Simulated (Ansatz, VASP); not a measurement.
## SrCl2 in VASP and in Ansatz

File POSCAR:

```
SrCl2
1.0
    0.0000000000      3.4855000000      3.6249200000
    3.4855000000      0.0000000000      3.6249200000
    3.4855000000      3.4855000000      0.0000000000
Sr Cl
1 2
Direct
    0.0000000000      0.0000000000      0.0000000000
    0.2500000000      0.2500000000      0.2500000000
    0.7500000000      0.7500000000      0.7500000000
```

Contents of INCAR.step1:

```
PREC     = Accurate       # precision mode
ENCUT    = 520            # plane-wave cutoff, eV
ISMEAR   = 0              # smearing method
SIGMA    = 0.05           # smearing width, eV
LREAL    = False          # projectors in reciprocal space
LASPH    = True           # aspherical terms in the spheres
NELM     = 60             # most SCF steps
NBANDS   = 19             # bands
GGA      = PE             # functional
ALGO     = Normal         # electronic algorithm
EDIFF    = 1E-4           # SCF threshold, eV
LWAVE    = True           # write WAVECAR
LCHARG   = False          # write CHGCAR
```

INCAR.step2

```
PREC     = Accurate       # precision mode
ENCUT    = 520            # plane-wave cutoff, eV
EDIFF    = 1E-6           # SCF threshold, eV
ISMEAR   = 0              # smearing method
SIGMA    = 0.05           # smearing width, eV
LREAL    = False          # projectors in reciprocal space
LASPH    = True           # aspherical terms in the spheres
NELM     = 60             # most SCF steps
ALGO     = Normal         # electronic algorithm
ISIF     = 2              # what is computed and relaxed
LWAVE    = False          # write WAVECAR
LCHARG   = False          # write CHGCAR
METAGGA  = R2SCAN         # meta-GGA
LMIXTAU  = True         
NBANDS   = 19             # bands
ISTART   = 1
```

Contents of KPOINTS:

```
regular mesh
0
Gamma
  6 6 6
```

Input for Ansatz:

```yaml
crystal:
  lattice:
    - [0.0, 3.4855, 3.62492]
    - [3.4855, 0.0, 3.62492]
    - [3.4855, 3.4855, 0.0]
  atoms:
    - { symbol: Sr, position: [0.0, 0.0, 0.0] }
    - { symbol: Cl, position: [0.25, 0.25, 0.25] }
    - { symbol: Cl, position: [0.75, 0.75, 0.75] }
basis:
  ecutwfc: 500
kpoints:
  mp_grid: { grid: [6, 6, 6] }
hamiltonian:
  xc: r2scan
scf:
  occupations: { method: gaussian, width: 0.05 }
output:
  forces: true
  stress: true
  eigenvalues: true
  write_density: true
  write_potential: true
  elf: true
  volumetric_format: npy
```

Change from the starting cell: strain +0.000 along x and y, +0.040 along z, atoms carried along.

Alike in both runs: task single point; functional r2SCAN; k mesh 6 × 6 × 6; occupations gaussian, width 0.05 eV; no spin polarisation.

|  | VASP | Ansatz |
| --- | --- | --- |
| version | VASP 6.6.1 | Ansatz 0.2.0 |
| potentials or method | VASP PAW PBE potentials, release 64 (Sr_sv, Cl), cutoff 520 eV | scalar-relativistic, plane waves, PAW |
| valence electrons in the cell | 24 | 24 |

VASP gave:

- gap on the k mesh at the Fermi level (eV): 5.69
- least direct gap on the mesh (eV): 5.90
- pressure (GPa): -1.0
- traceless stress, the component that is largest in VASP (GPa): -1.34

Estimate Ansatz's values.

gap on the k mesh at the Fermi level (eV): 5.69; least direct gap on the mesh (eV): 5.90; pressure (GPa): -1.0; traceless stress, the component that is largest in VASP (GPa): -1.35.

VASP's potentials were made for PBE, not for r2SCAN. With one functional, cell and mesh, what is left measures potentials, basis and numerics.
